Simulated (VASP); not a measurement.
# Al3Ga2As5 in VASP: notebook

Al3Ga2As5 is run at these levels: PBE; tasks: single point.

Program: VASP 6.6.1. These are calculated values, not measurements. Logs are shortened: lines on timing, memory, paths and dates and some standing lists are left out, and cuts for length are marked.

## 1. The cell of the first run

The structure is tetragonal, space group I-4m2 (No. 119). Conventional cell: a = 4.055 Å, b = 4.055 Å, c = 28.678 Å, α = 90.00°, β = 90.00°, γ = 90.00°. Al (site symmetry -4m2) has 4 As at 2.48 Å within 3.3 Å. Al (site symmetry 2mm) has 4 As at 2.48 Å within 3.3 Å. Within 3.3 Å of Ga (site symmetry 2mm) lie 4 As at 2.49 Å. As (site symmetry 2mm) has 2 Al at 2.48 Å and 2 Ga at 2.49 Å within 3.3 Å. Within 3.3 Å of As (site symmetry -4m2) lie 4 Ga at 2.49 Å. As (site symmetry 2mm) has 4 Al at 2.48 Å within 3.3 Å.

## 2. Single point, PBE

INCAR

```
  PREC = Accurate
  ENCUT = 500
  EDIFF = 1E-6
  ISMEAR = 0
  SIGMA = 0.1
  LREAL = False
  LASPH = True
  NELM = 120
  ALGO = Normal
  ISIF = 2
  LWAVE = False
  LCHARG = True
  GGA = PE
  LELF = True
  LVHAR = True
  NBANDS = 41
  GGA_COMPAT = False
```

KPOINTS

```
Automatic mesh
0
Gamma
  4 4 4
```

POSCAR

```
Al3Ga2As5
1.0
    0.0000000000     -4.0552440000      0.0000000000
    4.0552440000      0.0000000000      0.0000000000
   -2.0276220000      2.0276220000     14.3388692000
Al Ga As
3 2 5
Direct
    0.0000000000      0.0000000000      0.0000000000
    0.5998060000      0.5998060000      0.1996120000
    0.4001940000      0.4001940000      0.8003880000
    0.1998700000      0.1998700000      0.3997400000
    0.8001300000      0.8001300000      0.6002600000
    0.6495330000      0.1495330000      0.2990660000
    0.2500000000      0.7500000000      0.5000000000
    0.8504670000      0.3504670000      0.7009340000
    0.4500910000      0.9500910000      0.9001820000
    0.0499090000      0.5499090000      0.0998180000
```

Potentials or basis: VASP PAW PBE potentials, release 64 (Al, Ga_d, As).

Launch:

```
> cat potpaw_PBE.64/Al/POTCAR potpaw_PBE.64/Ga_d/POTCAR potpaw_PBE.64/As/POTCAR > POTCAR
> mpirun -np 1 vasp_std > vasp.out
```

OUTCAR:

```text
PREC = Accurate
   ENCUT = 500
   EDIFF = 1E-6
   ISMEAR = 0
   LREAL = False
   LASPH = True
   NELM = 120
   ISIF = 2
   GGA = PE

 ion  position               nearest neighbor table
   1  0.000  0.000  0.000-  10 2.48   9 2.48  10 2.48   9 2.48
   2  0.600  0.600  0.200-   6 2.48   6 2.48  10 2.48  10 2.48
   3  0.400  0.400  0.800-   8 2.48   8 2.48   9 2.48   9 2.48
   4  0.200  0.200  0.400-   7 2.49   7 2.49   6 2.49   6 2.49
   5  0.800  0.800  0.600-   7 2.49   7 2.49   8 2.49   8 2.49
   6  0.650  0.150  0.299-   2 2.48   2 2.48   4 2.49   4 2.49
   7  0.250  0.750  0.500-   4 2.49   5 2.49   5 2.49   4 2.49
   8  0.850  0.350  0.701-   3 2.48   3 2.48   5 2.49   5 2.49
   9  0.450  0.950  0.900-   3 2.48   3 2.48   1 2.48   1 2.48
  10  0.050  0.550  0.100-   2 2.48   2 2.48   1 2.48   1 2.48

  LATTYP: Found a body centered tetragonal cell.
 ALAT       =     4.0552440000
 C/A-ratio  =     7.0717664338

  Lattice vectors:

 A1 = (  -2.0276220000,  -2.0276220000, -14.3388692000)
 A2 = (   2.0276220000,   2.0276220000, -14.3388692000)
 A3 = (   2.0276220000,  -2.0276220000,  14.3388692000)

Analysis of symmetry for initial positions (statically):
=====================================================================
 Subroutine PRICEL returns:
 Original cell was already a primitive cell.

 Routine SETGRP: Setting up the symmetry group for a
 body centered tetragonal supercell.

 Subroutine GETGRP returns: Found  8 space group operations
 (whereof  8 operations were pure point group operations)
 out of a pool of 16 trial point group operations.

The static configuration has the point symmetry D_2d.

Analysis of symmetry for dynamics (positions and initial velocities):
=====================================================================
 Subroutine PRICEL returns:
 Original cell was already a primitive cell.

 Routine SETGRP: Setting up the symmetry group for a
 body centered tetragonal supercell.

 Subroutine GETGRP returns: Found  8 space group operations
 (whereof  8 operations were pure point group operations)
 out of a pool of 16 trial point group operations.

The dynamic configuration has the point symmetry D_2d.

 Subroutine INISYM returns: Found  8 space group operations
 (whereof  8 operations are pure point group operations),
 and found     1 'primitive' translations

----------------------------------------------------------------------------------------

                                     Primitive cell

  volume of cell :     235.8028

  direct lattice vectors                    reciprocal lattice vectors
     0.000000000 -4.055244000  0.000000000     0.000000000 -0.246594286  0.034870253
     4.055244000  0.000000000  0.000000000     0.246594286  0.000000000  0.034870253
    -2.027622000  2.027622000 14.338869200     0.000000000  0.000000000  0.069740506

  length of vectors
     4.055244000  4.055244000 14.622779212     0.249047539  0.249047539  0.069740506

  position of ions in fractional coordinates (direct lattice)
     0.000000000  0.000000000  0.000000000
     0.599806000  0.599806000  0.199612000
     0.400194000  0.400194000  0.800388000
     0.199870000  0.199870000  0.399740000
     0.800130000  0.800130000  0.600260000
     0.649533000  0.149533000  0.299066000
     0.250000000  0.750000000  0.500000000
     0.850467000  0.350467000  0.700934000
     0.450091000  0.950091000  0.900182000
     0.049909000  0.549909000  0.099818000

  ion indices of the primitive-cell ions
   primitive index   ion index
                 1           1
                 2           2
                 3           3
                 4           4
                 5           5
                 6           6
                 7           7
                 8           8
                 9           9
                10          10

----------------------------------------------------------------------------------------

 KPOINTS: Automatic mesh

Automatic generation of k-mesh.
 Grid dimensions read from file:
 generate k-points for:    4    4    4

 Generating k-lattice:

  Cartesian coordinates                     Fractional coordinates (reciprocal lattice)
     0.000000000 -0.061648572  0.008717563     0.250000000  0.000000000  0.000000000
     0.061648572  0.000000000  0.008717563     0.000000000  0.250000000  0.000000000
     0.000000000  0.000000000  0.017435127     0.000000000  0.000000000  0.250000000

  Length of vectors
     0.062261885  0.062261885  0.017435127

  Shift w.r.t. Gamma in fractional coordinates (k-lattice)
     0.000000000  0.000000000  0.000000000

 Subroutine IBZKPT returns following result:
 ===========================================

 Found     13 irreducible k-points:

 Following reciprocal coordinates:
            Coordinates               Weight
  0.000000  0.000000  0.000000      1.000000
  0.250000  0.000000  0.000000      8.000000
  0.500000  0.000000  0.000000      4.000000
  0.250000  0.250000  0.000000      8.000000
  0.500000  0.250000  0.000000     16.000000
 -0.250000  0.250000  0.000000      4.000000
  0.500000  0.500000  0.000000      2.000000
  0.000000  0.000000  0.250000      2.000000
  0.250000  0.000000  0.250000      8.000000
  0.500000  0.000000  0.250000      4.000000
  0.250000  0.250000  0.250000      4.000000
  0.500000  0.500000  0.250000      2.000000
  0.000000  0.000000  0.500000      1.000000
   k-points           NKPTS =     13   k-points in BZ     NKDIM =     13   number of bands    NBANDS=     41
   number of dos      NEDOS =    301   number of ions     NIONS =     10
   total plane-waves  NPLWV =  97200
   dimension x,y,z NGX =    30 NGY =   30 NGZ =  108
   dimension x,y,z NGXF=    60 NGYF=   60 NGZF=  216
   ions per type =               3   2   5
   NGX,Y,Z   is equivalent  to a cutoff of  12.30, 12.30, 12.28 a.u.
   NGXF,Y,Z  is equivalent  to a cutoff of  24.60, 24.60, 24.56 a.u.
 SYSTEM =  unknown system
   PREC   = accura    normal or accurate (medium, high low for compatibility)
   ISTART =      0    job   : 0-new  1-cont  2-samecut
   ICHARG =      2    charge: 1-file 2-atom 10-const
   ISPIN  =      1    spin polarized calculation?
   LNONCOLLINEAR =      F non collinear calculations
   LSORBIT =      F    spin-orbit coupling
   LASPH  =      T    aspherical Exc in radial PAW
   ENCUT  =  500.0 eV  36.75 Ry    6.06 a.u.   7.39  7.39 26.66*2*pi/ulx,y,z
   NELM   =    120;   NELMIN=  2; NELMDL= -5     # of ELM steps
   EDIFF  = 0.1E-05   stopping-criterion for ELM
   LREAL  =      F    real-space projection
   EDIFFG = 0.1E-04   stopping-criterion for IOM
   NSW    =      0    number of steps for IOM
   IBRION =     -1    ionic relax: 0-MD 1-quasi-New 2-CG
   NFREE  =      0    steps in history (QN), initial steepest desc. (CG)
   ISIF   =      2    stress and relaxation
   ISYM   =      2    0-nonsym 1-usesym 2-fastsym
   POTIM  = 0.5000    time-step for ionic-motion
   TEBEG  =    0.0;   TEEND  =   0.0 temperature during run
   PSTRESS=    0.0 pullay stress
   NELECT =      60.0000    total number of electrons
   NUPDOWN=      -1.0000    fix difference up-down
   EMIN   =  10.00;   EMAX   =-10.00  energy-range for DOS
   EFERMI =   0.00;   METHOD = LEGACY
   ISMEAR =     0;   SIGMA  =   0.10  broadening in eV -4-tet -1-fermi 0-gaus
   EFERMI_NEDOS =   21; number of points for ismear=-14 and -15
   IALGO  =     38    algorithm
   IMIX   =      4    mixing-type and parameters
     AMIX     =   0.40;   BMIX     =  1.00
     AMIX_MAG =   1.60;   BMIX_MAG =  1.00
  volume/ion in A,a.u.               =      23.58       159.13
  Fermi-wavevector in a.u.,A,eV,Ry     =   1.037391  1.960384 14.642306  1.076179
  Thomas-Fermi vector in A             =   2.171826
   LORBIT       =      0    0 simple, 1 ext, 2 COOP (PROOUT), +10 PAW based schemes
   GGA     = PE    functional components
   LHFCALC =     F    Hartree Fock is set to
   AEXX    =    0.0000 exact exchange contribution
   IVDW    =     0    specifies the selected vdW correction
   LEPSILON=     F    determine dielectric tensor
   LRPA    =     F    only Hartree local field effects (RPA)
 non-spin polarized calculation
 Gauss-broadening in eV      SIGMA  =   0.10
  energy-cutoff  :      500.00
  volume of cell :      235.80
 maximum number of plane-waves:      6052
 NGX is ok and might be reduce to    30

 number of electron      60.0000016 magnetization

 Free energy of the ion-electron system (eV)
  ---------------------------------------------------
  ext. energy  EPLUGINS =         0.00000000
  ---------------------------------------------------
  free energy    TOTEN  =       -44.48338341 eV

  energy without entropy =      -44.48338341  energy(sigma->0) =      -44.48338341

 E-fermi :   4.0667     XC(G=0):  -9.0856

 val. band max:        3.5840900941   @ k =   0.0000   0.0000   0.0000
 cond. band min:       4.6241802673   @ k =   0.0000   0.0000   0.0000
 fundamental gap:      1.0400901732
 Fermi energy:         4.0666811963

 k-point     1 :       0.0000    0.0000    0.0000
  band No.  band energies     occupation
      1     -11.0006      2.00000
      2     -10.9541      2.00000
      3     -10.9233      2.00000
      4     -10.9233      2.00000
      5     -10.9025      2.00000
      6     -10.9025      2.00000
[... 33 lines left out ...]
     40       7.5685      0.00000
     41       7.5744      0.00000

 k-point     2 :       0.2500    0.0000    0.0000
  band No.  band energies     occupation
      1     -10.9955      2.00000
      2     -10.9542      2.00000
      3     -10.9365      2.00000
      4     -10.9201      2.00000
      5     -10.9103      2.00000
      6     -10.9056      2.00000
[... 473 lines left out ...]
     40       8.6175      0.00000
     41       9.0007      0.00000

 k-point    13 :       0.0000    0.0000    0.5000
  band No.  band energies     occupation
      1     -11.0006      2.00000
      2     -10.9541      2.00000
      3     -10.9233      2.00000
      4     -10.9233      2.00000
      5     -10.9025      2.00000
      6     -10.9025      2.00000
[... 33 lines left out ...]
     40       7.1586      0.00000
     41       8.0911      0.00000

------------------------ aborting loop because EDIFF is reached ----------------------------------------

  FORCE on cell =-STRESS in cart. coord.  units (eV):
  Direction    XX          YY          ZZ          XY          YZ          ZX
  --------------------------------------------------------------------------------------
  -------------------------------------------------------------------------------------
  Total        0.8556209      0.8556209     -0.5920158      0.0000000      0.0000000      0.0000000
  in kB        5.8135721      5.8135721     -4.0224901      0.0000000      0.0000000      0.0000000
  external PRESSURE =       2.5348847 kB  Pullay stress =       0.0000000 kB

 VOLUME and BASIS-vectors are now :
 -----------------------------------------------------------------------------
  energy-cutoff  :      500.00
  volume of cell :      235.80
      direct lattice vectors                 reciprocal lattice vectors
     0.000000000 -4.055244000  0.000000000     0.000000000 -0.246594286  0.034870253
     4.055244000  0.000000000  0.000000000     0.246594286  0.000000000  0.034870253
    -2.027622000  2.027622000 14.338869200     0.000000000  0.000000000  0.069740506

 POSITION                                       TOTAL-FORCE (eV/Angst)
 -----------------------------------------------------------------------------------
      0.00000      0.00000      0.00000        -0.000000     -0.000000     -0.000000
      2.02762     -2.02762      2.86221        -0.000000      0.000000      0.011680
      0.00000      0.00000     11.47666         0.000000     -0.000000     -0.011680
     -0.00000      0.00000      5.73182         0.000000     -0.000000      0.007597
      2.02762     -2.02762      8.60705        -0.000000      0.000000     -0.007597
     -0.00000     -2.02762      4.28827        -0.000000      0.000000     -0.014938
      2.02762      0.00000      7.16943        -0.000000     -0.000000     -0.000000
      0.00000     -2.02762     10.05060         0.000000     -0.000000      0.014938
      2.02762      0.00000     12.90759        -0.000000     -0.000000      0.001205
      2.02762      0.00000      1.43128        -0.000000     -0.000000     -0.001205
 -----------------------------------------------------------------------------------
    total drift:                               -0.000001     -0.000001      0.000000

  FREE ENERGIE OF THE ION-ELECTRON SYSTEM (eV)
  ---------------------------------------------------
  free  energy   TOTEN  =       -44.4833834062 eV

  energy  without entropy=      -44.4833834062  energy(sigma->0) =      -44.48338341
```

It took 77 s on 1 thread of AMD EPYC 9R45 (Zen 5), shared host; peak memory 0.32 GiB.

Results:

| Item | Value |
| --- | --- |
| Free energy | -44.4834 eV |
| Pressure | 0.3 GPa |
| Largest force | 0.015 eV/Å |
| Band gap on the k mesh | 1.04 eV |

Forces in eV/Å, atoms in the order of the input:
```
Al   0.000  0.000  0.000
Al   0.000  0.000  0.012
Al   0.000  0.000 -0.012
Ga   0.000  0.000  0.008
Ga   0.000  0.000 -0.008
As   0.000  0.000 -0.015
As   0.000  0.000  0.000
As   0.000  0.000  0.015
As   0.000  0.000  0.001
As   0.000  0.000 -0.001
```

A k mesh can miss the band edges.

## 3. Single point, PBE

This run uses another cell than the first one, of the same volume but with other edges.

INCAR

```
PREC = Accurate
ENCUT = 500
EDIFF = 1E-6
ISMEAR = 0
SIGMA = 0.1
LREAL = F
LASPH = T
NELM = 120
ALGO = Normal
ISIF = 2
LWAVE = F
LCHARG = F
GGA = PE
NBANDS = 41
GGA_COMPAT = F
```

KPOINTS

```
regular mesh
0
Gamma
  6 6 6
```

POSCAR

```
Al3Ga2As5
1.0
   -2.0276220000      2.0276220000     14.3388692000
    2.0276220000     -2.0276220000     14.3388692000
    2.0276220000      2.0276220000    -14.3388692000
Al Ga As
3 2 5
Direct
    0.0000000000      0.0000000000      0.0000000000
    0.5998060000      0.5998060000      0.0000000000
    0.4001940000      0.4001940000      0.0000000000
    0.1998700000      0.1998700000      0.0000000000
    0.8001300000      0.8001300000      0.0000000000
    0.6495330000      0.1495330000      0.5000000000
    0.2500000000      0.7500000000      0.5000000000
    0.8504670000      0.3504670000      0.5000000000
    0.4500910000      0.9500910000      0.5000000000
    0.0499090000      0.5499090000      0.5000000000
```

Potentials or basis: VASP PAW PBE potentials, release 64 (Al, Ga_d, As).

Launch:

```
> cat potpaw_PBE.64/Al/POTCAR potpaw_PBE.64/Ga_d/POTCAR potpaw_PBE.64/As/POTCAR > POTCAR
> mpirun -np 1 vasp_std > vasp.out
```

It took 37 min on 1 thread of AMD EPYC 9R45 (Zen 5), shared host; peak memory 2 GiB.

Results (log left out):

- Free energy: -44.6760 eV
- Pressure: 0.2 GPa
- Largest force: 0.004 eV/Å
- Band gap on the k mesh: 1.04 eV

Forces on the atoms (eV/Å):
```
Al   0.000  0.000  0.000
Al   0.000  0.000  0.004
Al   0.000  0.000 -0.004
Ga   0.000  0.000  0.003
Ga   0.000  0.000 -0.003
As   0.000  0.000 -0.003
As   0.000  0.000  0.000
As   0.000  0.000  0.003
As   0.000  0.000  0.001
As   0.000  0.000 -0.001
```

Stress tensor (GPa, compression positive):
```
0.22 0.00 0.00
0.00 0.22 0.00
0.00 0.00 0.03
```

Levels at points of the mesh, in eV from the valence-band top:
| k point | band 28 | band 29 | band 30 | band 31 | band 32 | band 33 |
| --- | --- | --- | --- | --- | --- | --- |
| (0.00, 0.00, 0.00) | -0.03 | 0.00 | 0.00 | 1.04 | 1.47 | 1.78 |
| (0.50, 0.00, 0.00) | -0.93 | -0.88 | -0.85 | 1.46 | 2.01 | 2.44 |
| (0.50, 0.50, 0.00) | -2.52 | -2.28 | -2.28 | 1.48 | 1.97 | 2.03 |
| (0.50, 0.50, 0.50) | -0.50 | -0.26 | -0.26 | 1.44 | 1.87 | 1.94 |

A k mesh can miss the band edges.

## 4. Single point, PBE

INCAR

```
ALGO = Normal ; EDIFF = 1E-6
ENCUT = 500 ; GGA = PE
GGA_COMPAT = F ; ISIF = 2
ISMEAR = 0 ; LASPH = T
LCHARG = F ; LREAL = F
LWAVE = F ; NBANDS = 41
NELM = 120 ; PREC = Accurate
SIGMA = 0.1
```

KPOINTS

```
k-points
0
Gamma
  4 4 4
```

POSCAR

```
Al3Ga2As5
1.0
    0.0002164539     -4.0813038193     -0.0001564055
    4.0808511312     -0.0002302774     -0.0004723310
   -2.0377627018      2.0385816890     14.1771332269
Al Ga As
3 2 5
Direct
   -0.0000634000      0.0001714538     -0.0000039689
    0.5997359148      0.5996351341      0.1995658531
    0.4002175884      0.4002859671      0.8004264456
    0.1999329825      0.1998498231      0.3996760781
    0.8001242622      0.8000558601      0.6003059473
    0.6495276111      0.1492754453      0.2988667461
    0.2500037885      0.7499821249      0.4999991895
    0.8505834422      0.3505041409      0.7011422180
    0.4500607844      0.9501958354      0.9002261489
    0.0498770259      0.5500442154      0.0997953424
```

Launch:

```
> cat potpaw_PBE.64/Al/POTCAR potpaw_PBE.64/Ga_d/POTCAR potpaw_PBE.64/As/POTCAR > POTCAR
> mpirun -np 1 vasp_std > vasp.out
```

Run time: 3.2 min. Hardware: 1 thread of AMD EPYC 9R45 (Zen 5), shared host; peak memory 0.44 GiB.

Results (log left out):

| Item | Value |
| --- | --- |
| Free energy | -44.4923 eV |
| Pressure | 0.2 GPa |
| Largest force | 0.003 eV/Å |
| Band gap on the k mesh | 1.00 eV |

Forces in eV/Å, atoms in the order of the input:
```
Al   0.000  0.000  0.001
Al   0.001  0.000  0.001
Al   0.000  0.001  0.000
Ga   0.000  0.000  0.003
Ga   0.001  0.000 -0.002
As   0.001  0.000 -0.001
As   0.000  0.000  0.000
As   0.000  0.000  0.000
As  -0.001 -0.001 -0.003
As  -0.001  0.000  0.001
```

Levels at points of the mesh, in eV from the valence-band top:
```tsv
k point	band 27	band 28	band 29	band 30	band 31	band 32	band 33	band 34
(0.00, 0.00, 0.00)	-1.15	-0.06	-0.06	0.00	1.00	1.36	1.67	2.13
(0.50, 0.00, 0.00)	-1.09	-0.97	-0.94	-0.89	1.42	1.96	2.37	2.87
(0.50, 0.00, 0.50)	-1.09	-0.97	-0.94	-0.89	1.42	1.96	2.37	2.87
(0.00, 0.50, 0.00)	-1.09	-0.97	-0.94	-0.89	1.42	1.95	2.37	2.87
(0.00, 0.50, 0.50)	-1.09	-0.97	-0.94	-0.89	1.42	1.96	2.37	2.87
(0.50, 0.50, 0.00)	-2.54	-2.53	-2.28	-2.27	1.47	1.99	2.06	2.34
(0.00, 0.00, 0.50)	-0.56	-0.56	-0.32	-0.32	1.35	1.75	1.87	1.99
(0.50, 0.50, 0.50)	-2.54	-2.53	-2.27	-2.27	1.48	1.99	2.05	2.33
```

## 5. Overview

```csv
cell,k mesh,gap on the mesh (eV),pressure (GPa)
"a = 4.055, b = 4.055, c = 14.623 Å, angles 98.0, 98.0, 90.0°, 10 atoms",4 × 4 × 4,1.04,0.3
"a = 14.623 Å, angles 164.1, 164.1, 22.6°, 10 atoms",6 × 6 × 6,1.04,0.2
"a = 4.081, b = 4.081, c = 14.467 Å, angles 98.1, 98.1, 90.0°, 10 atoms",4 × 4 × 4,1.00,0.2
```

Alike in all rows: task single point; level PBE; potentials or basis VASP PAW PBE potentials, release 64 (Al, Ga_d, As); no spin polarisation; cutoff (eV) 500; smearing gaussian 0.1 eV.

Absolute energies hang on the potentials; compare differences alone.
